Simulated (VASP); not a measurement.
A run of VASP 6.6.1 is set up as follows.

Contents of POSCAR:

```
PtSe2
1.0
    3.7240000000      0.0000000000      0.0000000000
   -1.8620000000      3.2250786037      0.0000000000
    0.0000000000      0.0000000000      5.0620000000
Pt Se
1 2
Direct
    0.0000000000      0.0000000000      0.0000000000
    0.3333333333      0.6666666667      0.2500000000
    0.6666666667      0.3333333333      0.7500000000
```

INCAR.step1

```
PREC = Accurate ; ENCUT = 520
ISMEAR = 0 ; SIGMA = 0.1
LREAL = F ; LASPH = T
NELM = 60 ; NBANDS = 18
GGA = PE ; ALGO = Normal
EDIFF = 1E-4 ; LWAVE = T
LCHARG = F
```

The input INCAR.step2:

```
PREC = Accurate ; ENCUT = 520
EDIFF = 1E-6 ; ISMEAR = 0
SIGMA = 0.1 ; LREAL = F
LASPH = T ; NELM = 60
ALGO = Normal ; ISIF = 2
LWAVE = F ; LCHARG = F
METAGGA = R2SCAN ; LMIXTAU = T
NBANDS = 18 ; ISTART = 1
```

KPOINTS

```
regular mesh
0
Gamma
  6 6 4
```

Potentials or basis: VASP PAW PBE potentials, release 64 (Pt, Se).

Run with:

```bash
$ cat potpaw_PBE.64/Pt/POTCAR potpaw_PBE.64/Se/POTCAR > POTCAR
$ cp INCAR.step1 INCAR
$ mpirun -np 1 vasp_std > vasp.out
$ cp INCAR.step2 INCAR
$ mpirun -np 1 vasp_std > vasp.out
```

**Question.** What does it give for the pressure?

**Answer.** 5.0 GPa.

**Question.** What does it give for the largest force?

**Answer.** 0.362 eV/Å.

**Question.** Estimate the band gap on the k mesh.

**Answer.** Zero (band 11 reaches 6.71 eV, above the bottom of band 12 at 6.46 eV).

Stress tensor (GPa, compression positive):
```
5.01 0.00 0.00
0.00 5.01 0.00
0.00 0.00 5.09
```

Caveat: the PAW data sets were made with another functional, which shifts forces and pressure a little; spin-orbit coupling is left out, which moves the levels of the heavy elements.
